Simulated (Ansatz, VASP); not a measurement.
**One calculation of Al, two programs**

```
CELL_PARAMETERS angstrom
2.85356 0.00000 0.00000
-1.42678 2.47125 0.00000
0.00000 0.00000 14.12524
ATOMIC_POSITIONS crystal
Al 0.00000 0.00000 0.00000
Al 0.33333 0.66667 0.16636
Al 0.66667 0.33333 0.33225
Al 0.33333 0.66667 0.50000
Al 0.66667 0.33333 0.66775
Al 0.33333 0.66667 0.83364
```

Alike in both runs: functional PBE; k mesh 18 × 18 × 4; occupations gaussian, width 0.1 eV; no spin polarisation.

Ansatz relaxed the structure, and its values are those at the end. VASP's run is a single point on that final structure, the one shown.

|  | VASP | Ansatz |
| --- | --- | --- |
| version | VASP 6.6.1 | Ansatz 0.2.0 |
| potentials or method | VASP PAW PBE potentials, release 64 (Al), cutoff 520 eV | scalar-relativistic, plane waves, PAW |
| valence electrons in the cell | 18 | 18 |

```tsv
	VASP	Ansatz	Ansatz less VASP
gap on the k mesh at the Fermi level (eV)	none	none	-
pressure (GPa)	0.0	0.0	+0.03
```

A gap of «none» marks a metal or a gap that the smearing closes.
